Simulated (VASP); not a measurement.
Crystal: W.

```
W
1.0
     5.08300    0.00000    0.00000
     0.00000    5.08300    0.00000
     0.00000    0.00000    5.08300
W
8
Direct
  0.00000 0.00000 0.00000
  0.50000 0.50000 0.50000
  0.00000 0.50000 0.25000
  0.00000 0.50000 0.75000
  0.25000 0.00000 0.50000
  0.75000 0.00000 0.50000
  0.50000 0.75000 0.00000
  0.50000 0.25000 0.00000
```

```yaml
Program: VASP 6.6.1
Task: relaxation of cell and atoms
Functional: LDA
Potentials_or_basis: VASP PAW LDA potentials, release 64 (W_sv)
Cutoff: 600 eV
k_mesh: 5 × 5 × 5
Occupations: methfessel-paxton, width 0.1 eV
Spin: no spin polarisation
```

At the start: pressure -12.7 GPa; volume 16.42 Å³/atom.

Task: How do energy, volume and symmetry change on relaxing?

Result: Over 5 steps the energy falls by 27.9 meV/atom and the volume is 15.73 Å³/atom (-4.2 %); space group Pm-3n (No. 223, to 0.1 Å) before and after.

Step by step:
```csv
step,energy change (eV),largest force (eV/Å),pressure (GPa),volume (Å³)
1,0.0000,0.0000,-12.73,131.33
2,3.1926,0.0000,69.73,108.06
3,-0.2217,0.0000,-1.03,126.31
4,-0.2229,0.0000,-0.18,125.98
5,-0.2229,0.0000,0.10,125.88
```

Final structure:
```
W
1.0
     5.01167    0.00000    0.00000
     0.00000    5.01167    0.00000
     0.00000    0.00000    5.01167
W
8
Cartesian
  0.0000 0.0000 0.0000
  2.5058 2.5058 2.5058
  0.0000 2.5058 1.2529
  0.0000 2.5058 3.7588
  1.2529 0.0000 2.5058
  3.7588 0.0000 2.5058
  2.5058 3.7588 0.0000
  2.5058 1.2529 0.0000
```
